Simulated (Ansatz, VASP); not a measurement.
**One calculation of Bi, two programs**

The input INCAR:

```
  ALGO = Normal
  EDIFF = 1E-6
  ENCUT = 500
  GGA = LIBXC
  GGA_COMPAT = F
  ISIF = 2
  ISMEAR = -1
  LASPH = T
  LCHARG = F
  LIBXC1 = GGA_X_B88
  LIBXC2 = GGA_C_PBE
  LREAL = F
  LWAVE = F
  NBANDS = 14
  NELM = 120
  PREC = Accurate
  SIGMA = 0.05
```

KPOINTS

```
k-points
0
Gamma
  9 9 9
```

Contents of POSCAR:

```
Bi
1.0
   -1.9409818243      1.9409818243      1.9409818243
    1.9409818243     -1.9409818243      1.9409818243
    1.9409818243      1.9409818243     -1.9409818243
Bi
1
Direct
    0.0000000000      0.0000000000      0.0000000000
```

input.yaml

```yaml
crystal:
  lattice:
    - [-1.9409818243, 1.9409818243, 1.9409818243]
    - [1.9409818243, -1.9409818243, 1.9409818243]
    - [1.9409818243, 1.9409818243, -1.9409818243]
  atoms:
    - { symbol: Bi, position: [0.0, 0.0, 0.0] }
hamiltonian:
  xc: { exchange: b88, correlation: pbe }
  pseudopotentials: { kind: paw }
kpoints:
  mp_grid: { grid: [9, 9, 9] }
scf:
  occupations: { method: fermi_dirac, width: 0.05 }
output:
  forces: true
  stress: true
  eigenvalues: true
```

Alike in both runs: task single point; functional b88 exchange, pbe correlation; k mesh 9 × 9 × 9; occupations fermi-dirac, width 0.05 eV; no spin polarisation.

|  | VASP | Ansatz |
| --- | --- | --- |
| version | VASP 6.6.1 | Ansatz 0.2.0 |
| potentials or method | VASP PAW PBE potentials, release 64 (Bi_d) | Ansatz PAW |
| plane-wave cutoff (eV) | 500 | 420 |
| valence electrons in the cell | 15 | 15 |

```csv
,VASP,Ansatz,Ansatz less VASP
gap on the k mesh at the Fermi level (eV),none,none,-
pressure (GPa),4.7,4.7,+0.07
```

VASP's potentials were made for PBE, not for b88 exchange, pbe correlation. A gap of «none» marks a metal or a gap that the smearing closes.

Neither program's run includes spin-orbit coupling.
